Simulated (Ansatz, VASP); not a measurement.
YHf2Ge3 in VASP and in Ansatz

```xyz
6
Lattice="4.9616 0.0000 0.0000 0.0000 4.9616 0.0000 0.0000 0.0000 10.1913" Properties=species:S:1:pos:R:3 pbc="T T T"
Y     0.0000    0.0000    0.0000
Hf    2.4808    0.0000    5.0956
Hf    0.0000    2.4808    5.0956
Ge    0.0000    0.0000    2.7496
Ge    0.0000    0.0000    7.4417
Ge    0.0000    0.0000    5.0956
```

Alike in both runs: functional PBE; k mesh 8 × 8 × 4; occupations gaussian, width 0.1 eV; no spin polarisation.

Ansatz relaxed the structure, and its values are those at the end. VASP's run is a single point on that final structure, the one shown.

|  | VASP | Ansatz |
| --- | --- | --- |
| version | VASP 6.6.1 | Ansatz 0.2.0 |
| potentials or method | VASP PAW PBE potentials, release 64 (Y_sv, Hf_pv, Ge_d), cutoff 520 eV | scalar-relativistic, plane waves, PAW |
| valence electrons in the cell | 73 | 105 |

Ansatz gave:

```
gap on the k mesh at the Fermi level (eV) : none
pressure (GPa)                            : 0.0
```

Q: Which values does VASP return?

A: gap on the k mesh at the Fermi level (eV): none; pressure (GPa): -0.1.

A gap of «none» marks a metal or a gap that the smearing closes. VASP's potentials hold 73 valence electrons a cell and Ansatz's 105, so a difference there can come from the potentials and not from the codes.

Neither program's run includes spin-orbit coupling.
